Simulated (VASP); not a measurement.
# AlGaN2 (P-4m2) in VASP: further runs

Runs on AlGaN2. Level: r2SCAN. Tasks: single point.

All numbers are computed with VASP 6.6.1; they aren't measurements. Logs are shortened: lines on timing, memory, paths and dates and some standing lists are left out, and cuts for length are marked.

## 1. The cell of the first run

It takes space group P-4m2 (No. 115, tetragonal). Conventional cell: a = 3.316 Å, b = 3.316 Å, c = 3.970 Å, α = 90.00°, β = 90.00°, γ = 90.00°. Al (site symmetry -4m2) has 4 N at 1.91 Å within 2.5 Å. Ga (site symmetry -4m2) has 4 N at 1.96 Å within 2.6 Å. N (site symmetry 2mm) has 2 Al at 1.91 Å and 2 Ga at 1.96 Å within 2.5 Å.

## 2. Single point, r2SCAN

The input, POSCAR:

```
AlGaN2
1.0
    3.3157208543      0.0000000000      0.0000000000
    0.0000000000      3.3157208543      0.0000000000
    0.0000000000      0.0000000000      3.9695854895
Al Ga N
1 1 2
Direct
    0.5000000000      0.5000000000      0.5000000000
    0.0000000000      0.0000000000      0.0000000000
    0.5000000000      0.0000000000      0.7382648100
    0.0000000000      0.5000000000      0.2617351900
```

The input, INCAR.step1:

```
  ALGO = Normal
  EDIFF = 1E-4
  ENCUT = 520
  GGA = PE
  ISMEAR = 0
  LASPH = True
  LCHARG = False
  LREAL = False
  LWAVE = True
  NBANDS = 21
  NELM = 100
  PREC = Accurate
  SIGMA = 0.05
```

The input, INCAR.step2:

```
  ALGO = Normal
  EDIFF = 1E-6
  ENCUT = 520
  ISIF = 2
  ISMEAR = 0
  ISTART = 1
  LASPH = True
  LCHARG = False
  LMIXTAU = True
  LREAL = False
  LWAVE = False
  METAGGA = R2SCAN
  NBANDS = 21
  NELM = 100
  PREC = Accurate
  SIGMA = 0.05
```

The input, KPOINTS:

```
k-points
0
Gamma
  8 8 6
```

Potentials or basis: VASP PAW PBE potentials, release 64 (Al, Ga_d, N).

Launch:

```sh
cat potpaw_PBE.64/Al/POTCAR potpaw_PBE.64/Ga_d/POTCAR potpaw_PBE.64/N/POTCAR > POTCAR
cp INCAR.step1 INCAR
mpirun -np 1 vasp_std > vasp.out
cp INCAR.step2 INCAR
mpirun -np 1 vasp_std > vasp.out
```

OUTCAR:

```text
EDIFF = 1E-6
   ENCUT = 520
   ISIF = 2
   ISMEAR = 0
   ISTART = 1
   LASPH = True
   LREAL = False
   METAGGA = R2SCAN
   NELM = 100
   PREC = Accurate

 ion  position               nearest neighbor table
   1  0.500  0.500  0.500-   3 1.91   4 1.91   3 1.91   4 1.91   2 3.07   2 3.07   2 3.07   2 3.07
                             2 3.07   2 3.07   2 3.07   2 3.07
   2  0.000  0.000  0.000-   3 1.96   4 1.96   4 1.96   3 1.96   1 3.07   1 3.07   1 3.07   1 3.07
                             1 3.07   1 3.07   1 3.07   1 3.07
   3  0.500  0.000  0.738-   1 1.91   1 1.91   2 1.96   2 1.96
   4  0.000  0.500  0.262-   1 1.91   1 1.91   2 1.96   2 1.96

  LATTYP: Found a simple tetragonal cell.
 ALAT       =     3.3157208543
 C/A-ratio  =     1.1972013520

  Lattice vectors:

 A1 = (   3.3157208543,   0.0000000000,   0.0000000000)
 A2 = (   0.0000000000,   3.3157208543,   0.0000000000)
 A3 = (   0.0000000000,   0.0000000000,   3.9695854895)

Analysis of symmetry for initial positions (statically):
=====================================================================
 Subroutine PRICEL returns:
 Original cell was already a primitive cell.

 Routine SETGRP: Setting up the symmetry group for a
 simple tetragonal supercell.

 Subroutine GETGRP returns: Found  8 space group operations
 (whereof  8 operations were pure point group operations)
 out of a pool of 16 trial point group operations.

The static configuration has the point symmetry D_2d.

Analysis of symmetry for dynamics (positions and initial velocities):
=====================================================================
 Subroutine PRICEL returns:
 Original cell was already a primitive cell.

 Routine SETGRP: Setting up the symmetry group for a
 simple tetragonal supercell.

 Subroutine GETGRP returns: Found  8 space group operations
 (whereof  8 operations were pure point group operations)
 out of a pool of 16 trial point group operations.

The dynamic configuration has the point symmetry D_2d.

 Subroutine INISYM returns: Found  8 space group operations
 (whereof  8 operations are pure point group operations),
 and found     1 'primitive' translations

----------------------------------------------------------------------------------------

                                     Primitive cell

  volume of cell :      43.6416

  direct lattice vectors                    reciprocal lattice vectors
     3.315720854  0.000000000  0.000000000     0.301593543  0.000000000  0.000000000
     0.000000000  3.315720854  0.000000000     0.000000000  0.301593543  0.000000000
     0.000000000  0.000000000  3.969585490     0.000000000  0.000000000  0.251915471

  length of vectors
     3.315720854  3.315720854  3.969585490     0.301593543  0.301593543  0.251915471

  position of ions in fractional coordinates (direct lattice)
     0.500000000  0.500000000  0.500000000
     0.000000000  0.000000000  0.000000000
     0.500000000  0.000000000  0.738264810
     0.000000000  0.500000000  0.261735190

  ion indices of the primitive-cell ions
   primitive index   ion index
                 1           1
                 2           2
                 3           3
                 4           4

----------------------------------------------------------------------------------------

 KPOINTS: k-points

Automatic generation of k-mesh.
 Grid dimensions read from file:
 generate k-points for:    8    8    6

 Generating k-lattice:

  Cartesian coordinates                     Fractional coordinates (reciprocal lattice)
     0.037699193  0.000000000  0.000000000     0.125000000  0.000000000  0.000000000
     0.000000000  0.037699193  0.000000000     0.000000000  0.125000000  0.000000000
     0.000000000  0.000000000  0.041985912     0.000000000  0.000000000  0.166666667

  Length of vectors
     0.037699193  0.037699193  0.041985912

  Shift w.r.t. Gamma in fractional coordinates (k-lattice)
     0.000000000  0.000000000  0.000000000

 Subroutine IBZKPT returns following result:
 ===========================================

 Found     60 irreducible k-points:

 Following reciprocal coordinates:
            Coordinates               Weight
  0.000000  0.000000  0.000000      1.000000
  0.125000  0.000000  0.000000      4.000000
  0.250000  0.000000  0.000000      4.000000
  0.375000  0.000000  0.000000      4.000000
  0.500000  0.000000  0.000000      2.000000
  0.125000  0.125000  0.000000      4.000000
[... 16 lines left out ...]
  0.375000  0.125000  0.166667     16.000000
  0.500000  0.125000  0.166667      8.000000
 [... further k-points ...]
   k-points           NKPTS =     60   k-points in BZ     NKDIM =     60   number of bands    NBANDS=     21
   number of dos      NEDOS =    301   number of ions     NIONS =      4
   total plane-waves  NPLWV =  23520
   dimension x,y,z NGX =    28 NGY =   28 NGZ =   30
   dimension x,y,z NGXF=    56 NGYF=   56 NGZF=   60
   ions per type =               1   1   2
   NGX,Y,Z   is equivalent  to a cutoff of  14.04, 14.04, 12.56 a.u.
   NGXF,Y,Z  is equivalent  to a cutoff of  28.08, 28.08, 25.13 a.u.
 SYSTEM =  unknown system
   PREC   = accura    normal or accurate (medium, high low for compatibility)
   ISTART =      1    job   : 0-new  1-cont  2-samecut
   ICHARG =      0    charge: 1-file 2-atom 10-const
   ISPIN  =      1    spin polarized calculation?
   LNONCOLLINEAR =      F non collinear calculations
   LSORBIT =      F    spin-orbit coupling
   LASPH  =      T    aspherical Exc in radial PAW
   ENCUT  =  520.0 eV  38.22 Ry    6.18 a.u.   6.17  6.17  7.38*2*pi/ulx,y,z
   NELM   =    100;   NELMIN=  2; NELMDL=  0     # of ELM steps
   EDIFF  = 0.1E-05   stopping-criterion for ELM
   LREAL  =      F    real-space projection
   EDIFFG = 0.1E-04   stopping-criterion for IOM
   NSW    =      0    number of steps for IOM
   IBRION =     -1    ionic relax: 0-MD 1-quasi-New 2-CG
   NFREE  =      0    steps in history (QN), initial steepest desc. (CG)
   ISIF   =      2    stress and relaxation
   ISYM   =      2    0-nonsym 1-usesym 2-fastsym
   POTIM  = 0.5000    time-step for ionic-motion
   TEBEG  =    0.0;   TEEND  =   0.0 temperature during run
   PSTRESS=    0.0 pullay stress
   NELECT =      26.0000    total number of electrons
   NUPDOWN=      -1.0000    fix difference up-down
   EMIN   =  10.00;   EMAX   =-10.00  energy-range for DOS
   EFERMI =   0.00;   METHOD = LEGACY
   ISMEAR =     0;   SIGMA  =   0.05  broadening in eV -4-tet -1-fermi 0-gaus
   EFERMI_NEDOS =   21; number of points for ismear=-14 and -15
   IALGO  =     38    algorithm
   IMIX   =      4    mixing-type and parameters
     AMIX     =   0.40;   BMIX     =  1.00
     AMIX_MAG =   1.60;   BMIX_MAG =  1.00
  volume/ion in A,a.u.               =      10.91        73.63
  Fermi-wavevector in a.u.,A,eV,Ry     =   1.377523  2.603141 25.818009  1.897570
  Thomas-Fermi vector in A             =   2.502669
   LORBIT       =      0    0 simple, 1 ext, 2 COOP (PROOUT), +10 PAW based schemes
   METAGGA = R2SCAN    functional components
   LHFCALC =     F    Hartree Fock is set to
   AEXX    =    0.0000 exact exchange contribution
   IVDW    =     0    specifies the selected vdW correction
   LEPSILON=     F    determine dielectric tensor
   LRPA    =     F    only Hartree local field effects (RPA)
 non-spin polarized calculation
 Gauss-broadening in eV      SIGMA  =   0.05
  energy-cutoff  :      520.00
  volume of cell :       43.64
 maximum number of plane-waves:      1200
 NGX is ok and might be reduce to    28

 number of electron      26.0000002 magnetization

 Free energy of the ion-electron system (eV)
  ---------------------------------------------------
  ext. energy  EPLUGINS =         0.00000000
  ---------------------------------------------------
  free energy    TOTEN  =       -40.81998989 eV

  energy without entropy =      -40.81998989  energy(sigma->0) =      -40.81998989

 E-fermi :   5.8210     XC(G=0): -12.0900

 val. band max:        5.5939423511   @ k =   0.0000   0.0000   0.0000
 cond. band min:       8.7005860995   @ k =   0.0000   0.0000   0.0000
 fundamental gap:      3.1066437483
 Fermi energy:         5.8209681573

 k-point     1 :       0.0000    0.0000    0.0000
  band No.  band energies     occupation
      1     -10.8453      2.00000
      2      -9.2022      2.00000
      3      -7.9836      2.00000
      4      -7.9836      2.00000
      5      -7.9220      2.00000
      6      -7.7224      2.00000
[... 13 lines left out ...]
     20      20.6137      0.00000
     21      20.6138      0.00000

 k-point     2 :       0.1250    0.0000    0.0000
  band No.  band energies     occupation
      1     -10.7224      2.00000
      2      -9.2076      2.00000
      3      -7.9817      2.00000
      4      -7.9724      2.00000
      5      -7.9116      2.00000
      6      -7.7319      2.00000
[... 13 lines left out ...]
     20      19.9983      0.00000
     21      20.1624      0.00000

 k-point     3 :       0.2500    0.0000    0.0000
  band No.  band energies     occupation
      1     -10.3868      2.00000
      2      -9.2397      2.00000
      3      -7.9770      2.00000
      4      -7.9237      2.00000
      5      -7.8693      2.00000
      6      -7.7546      2.00000
[... 13 lines left out ...]
     20      18.9862      0.00000
     21      19.5173      0.00000

 k-point     4 :       0.3750    0.0000    0.0000
  band No.  band energies     occupation
      1      -9.9461      2.00000
      2      -9.3397      2.00000
      3      -7.9723      2.00000
      4      -7.8845      2.00000
      5      -7.7772      2.00000
      6      -7.6896      2.00000
[... 13 lines left out ...]
     20      18.1174      0.00000
     21      19.1607      0.00000

 k-point     5 :       0.5000    0.0000    0.0000
  band No.  band energies     occupation
      1      -9.5694      2.00000
      2      -9.5608      2.00000
      3      -7.9703      2.00000
      4      -7.8729      2.00000
      5      -7.7865      2.00000
      6      -7.3808      2.00000
[... 13 lines left out ...]
     20      18.0732      0.00000
     21      18.7259      0.00000

 k-point     6 :       0.1250    0.1250    0.0000
  band No.  band energies     occupation
      1     -10.6034      2.00000
      2      -9.2097      2.00000
      3      -7.9865      2.00000
      4      -7.9508      2.00000
      5      -7.9021      2.00000
      6      -7.7416      2.00000
[... 13 lines left out ...]
     20      19.1276      0.00000
     21      19.2506      0.00000

 k-point     7 :       0.2500    0.1250    0.0000
  band No.  band energies     occupation
      1     -10.2809      2.00000
      2      -9.2325      2.00000
      3      -7.9791      2.00000
      4      -7.9012      2.00000
      5      -7.8575      2.00000
      6      -7.7627      2.00000
[... 13 lines left out ...]
     20      18.2241      0.00000
     21      19.5466      0.00000
[... 291 lines left out ...]
      1      -9.5734      2.00000
      2      -9.5238      2.00000
      3      -7.9742      2.00000
      4      -7.8565      2.00000
      5      -7.7858      2.00000
      6      -7.3619      2.00000
[... 13 lines left out ...]
     20      18.4256      0.00000
     21      19.0045      0.00000

 k-point    21 :       0.1250    0.1250    0.1667
  band No.  band energies     occupation
      1     -10.4749      2.00000
      2      -9.2371      2.00000
      3      -7.9929      2.00000
      4      -7.9436      2.00000
      5      -7.8924      2.00000
      6      -7.7412      2.00000
[... 13 lines left out ...]
     20      18.7603      0.00000
     21      20.3699      0.00000

 k-point    22 :       0.2500    0.1250    0.1667
  band No.  band energies     occupation
      1     -10.1793      2.00000
      2      -9.2535      2.00000
      3      -7.9844      2.00000
      4      -7.8747      2.00000
      5      -7.8518      2.00000
      6      -7.7612      2.00000
[... 13 lines left out ...]
     20      19.1822      0.00000
     21      19.9561      0.00000

 k-point    23 :       0.3750    0.1250    0.1667
  band No.  band energies     occupation
      1      -9.8093      2.00000
      2      -9.3266      2.00000
      3      -7.9736      2.00000
      4      -7.8535      2.00000
      5      -7.7958      2.00000
      6      -7.6095      2.00000
[... 13 lines left out ...]
     20      19.0308      0.00000
     21      19.3170      0.00000

 k-point    24 :       0.5000    0.1250    0.1667
  band No.  band energies     occupation
      1      -9.5298      2.00000
      2      -9.4773      2.00000
      3      -7.9696      2.00000
      4      -7.8451      2.00000
      5      -7.8041      2.00000
      6      -7.3061      2.00000
[... 13 lines left out ...]
     20      18.9474      0.00000
     21      18.9674      0.00000

 [... further k-points ...]
[... 5 lines left out ...]
  --------------------------------------------------------------------------------------
  -------------------------------------------------------------------------------------
  Total       -2.0116625     -2.0116625      2.1219308      0.0000000      0.0000000      0.0000000
  in kB      -73.8524018    -73.8524018     77.9005835      0.0000000      0.0000000      0.0000000
  external PRESSURE =     -23.2680734 kB  Pullay stress =       0.0000000 kB

 VOLUME and BASIS-vectors are now :
 -----------------------------------------------------------------------------
  energy-cutoff  :      520.00
  volume of cell :       43.64
      direct lattice vectors                 reciprocal lattice vectors
     3.315720854  0.000000000  0.000000000     0.301593543  0.000000000  0.000000000
     0.000000000  3.315720854  0.000000000     0.000000000  0.301593543  0.000000000
     0.000000000  0.000000000  3.969585490     0.000000000  0.000000000  0.251915471

 POSITION                                       TOTAL-FORCE (eV/Angst)
 -----------------------------------------------------------------------------------
      1.65786      1.65786      1.98479        -0.000000     -0.000000      0.000000
      0.00000      0.00000      0.00000        -0.000000      0.000000      0.000000
      1.65786      0.00000      2.93061         0.000000      0.000000     -0.263710
      0.00000      1.65786      1.03898        -0.000000      0.000000      0.263710
 -----------------------------------------------------------------------------------
    total drift:                               -0.000000     -0.000000     -0.000000

  FREE ENERGIE OF THE ION-ELECTRON SYSTEM (eV)
  ---------------------------------------------------
  free  energy   TOTEN  =       -40.8199898869 eV

  energy  without entropy=      -40.8199898869  energy(sigma->0) =      -40.81998989
```

Run time: 3.8 min. Hardware: 1 thread of AMD EPYC 7R43 (Zen 3), shared host; peak memory 0.17 GiB.

Results:

```yaml
Free_energy: -40.8200 eV
Pressure: -2.3 GPa
Largest_force: 0.264 eV/Å
Band_gap_on_the_k_mesh: 3.11 eV, direct
```

Forces in eV/Å, atoms in the order of the input:
```
Al   0.000  0.000  0.000
Ga   0.000  0.000  0.000
N    0.000  0.000 -0.264
N    0.000  0.000  0.264
```

Caveat: the PAW data sets were made with another functional, which shifts forces and pressure a little.

## 3. Single point, r2SCAN

This run uses another cell than the first one, of the same volume but with other edges.

The input, POSCAR:

```
AlGaN2
1.0
    2.9556784651      0.0000000000      0.0000000000
    0.0000000000      2.9556784651      0.0000000000
    0.0000000000      0.0000000000      4.9955890650
Al Ga N
1 1 2
Direct
    0.5000000000      0.5000000000      0.5000000000
    0.0000000000      0.0000000000      0.0000000000
    0.5000000000      0.0000000000      0.7382648100
    0.0000000000      0.5000000000      0.2617351900
```

The input, INCAR.step1:

```
PREC = Accurate
ENCUT = 520
ISMEAR = 0
SIGMA = 0.05
LREAL = F
LASPH = T
NELM = 80
NBANDS = 21
GGA = PE
ALGO = Normal
EDIFF = 1E-4
LWAVE = T
LCHARG = F
```

The input, INCAR.step2:

```
PREC = Accurate
ENCUT = 520
EDIFF = 1E-6
ISMEAR = 0
SIGMA = 0.05
LREAL = F
LASPH = T
NELM = 80
ALGO = Normal
ISIF = 2
LWAVE = F
LCHARG = T
METAGGA = R2SCAN
LMIXTAU = T
LELF = T
LVHAR = T
NBANDS = 21
ISTART = 1
```

The input, KPOINTS:

```
regular mesh
0
Gamma
  8 8 6
```

Potentials or basis: VASP PAW PBE potentials, release 64 (Al, Ga_d, N).

Launch:

```sh
cat potpaw_PBE.64/Al/POTCAR potpaw_PBE.64/Ga_d/POTCAR potpaw_PBE.64/N/POTCAR > POTCAR
cp INCAR.step1 INCAR
mpirun -np 1 vasp_std > vasp.out
cp INCAR.step2 INCAR
mpirun -np 1 vasp_std > vasp.out
```

Run time: 4.2 min. Hardware: 1 thread of AMD EPYC 7R43 (Zen 3), shared host; peak memory 0.17 GiB.

Results (log left out):

| Property | Result |
| --- | --- |
| Free energy | -40.5135 eV |
| Pressure | -1.8 GPa |
| Largest force | 0.244 eV/Å |
| Band gap on the k mesh | 2.70 eV, indirect (least direct gap 2.74 eV) |

Forces in eV/Å, atoms in the order of the input:
```
Al   0.000  0.000  0.000
Ga   0.000  0.000  0.000
N    0.000  0.000  0.244
N    0.000  0.000 -0.244
```

Stress tensor (GPa, compression positive):
```
 11.08   0.00   0.00
  0.00  11.08   0.00
  0.00   0.00 -27.69
```

Levels at points of the mesh, in eV from the valence-band top:
```tsv
k point	band 10	band 11	band 12	band 13	band 14	band 15	band 16	band 17
(0.00, 0.00, 0.00)	-1.74	-1.32	-0.04	-0.04	2.70	4.59	9.87	11.31
(0.50, 0.00, 0.00)	-4.15	-4.02	-0.60	-0.16	7.05	7.13	8.64	9.69
(0.50, 0.50, 0.00)	-3.11	-3.11	-3.08	-3.06	3.20	3.20	5.44	8.43
(0.00, 0.00, 0.50)	-1.24	-1.24	-0.67	-0.67	5.27	5.58	7.43	10.49
(0.50, 0.00, 0.50)	-2.01	-1.99	-0.60	-0.12	4.32	5.51	9.79	10.04
(0.50, 0.50, 0.50)	-4.26	-3.64	-3.59	-3.59	5.50	5.50	8.29	8.73
```

Caveat: the PAW data sets were made with another functional, which shifts forces and pressure a little.

[end of part 1 of 2]
